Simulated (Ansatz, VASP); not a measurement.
ZrSi2: VASP beside Ansatz

```
CELL_PARAMETERS angstrom
0.00000 4.30322 4.45117
2.53587 0.00000 4.45117
2.53587 4.30322 0.00000
ATOMIC_POSITIONS crystal
Zr 0.75000 0.75000 0.75000
Zr 0.50000 0.50000 0.50000
Si 0.09318 0.40682 0.09318
Si 0.40682 0.09318 0.40682
Si 0.15682 0.84318 0.15682
Si 0.84318 0.15682 0.84318
```

Alike in both runs: functional PBEsol; k mesh 6 × 6 × 6; occupations gaussian, width 0.1 eV; no spin polarisation.

Ansatz relaxed the structure, and its values are those at the end. VASP's run is a single point on that final structure, the one shown.

```csv
,VASP,Ansatz
version,VASP 6.6.1,Ansatz 0.2.0
potentials or method,"VASP PAW PBE potentials, release 64 (Zr_sv, Si), cutoff 520 eV","scalar-relativistic, plane waves, PAW"
valence electrons in the cell,40,40
```

```csv
,VASP,Ansatz,Ansatz less VASP
gap on the k mesh at the Fermi level (eV),none,none,-
pressure (GPa),0.2,0.1,-0.18
rms of the force components (eV/Å),0.002,0.003,+0.0008
```

VASP's potentials were made for PBE, not for PBEsol. A gap of «none» marks a metal or a gap that the smearing closes.
